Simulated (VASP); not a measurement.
## Tl: electric field gradients with LDA

Crystal: Tl.

```
Tl
1.0
    -1.93451    1.93451    1.93451
     1.93451   -1.93451    1.93451
     1.93451    1.93451   -1.93451
Tl
1
Direct
  0.00000 0.00000 0.00000
```

This cell differs from its parent crystal: volume scaled by 0.99.

```yaml
Program: VASP 6.6.1
Task: electric field gradients
Functional: LDA
Potentials_or_basis: VASP PAW LDA potentials, release 64 (Tl_d)
Cutoff: 520 eV
k_mesh: 13 × 13 × 13
Occupations: fermi-dirac, width 0.05 eV
Spin: no spin polarisation
Dipole_correction: no
Further_INCAR_settings: ALGO = Normal; EDIFF = 1e-08; NBANDS = 12
```

```
Pressure : -2.1 GPa
```

Levels at points of the mesh, in eV from the Fermi level:
```csv
k point,band 2,band 3,band 4,band 5,band 6,band 7,band 8,band 9,band 10,band 11
"(0.00, 0.00, 0.00)",-11.56,-11.56,-11.14,-11.14,-9.94,10.67,10.67,10.67,12.37,12.37
```

Wall time 22 s on 1 thread of Intel(R) Xeon(R) Platinum 8259CL CPU @ 2.50GHz (Skylake/Cascade Lake) (shared host), peak memory 0.15 GiB.

Caveat: without QUAD_EFG the Cq values of the log hold for a quadrupole moment of 1 mb, not for the nuclei; spin-orbit coupling is left out, which moves the levels of the heavy elements.
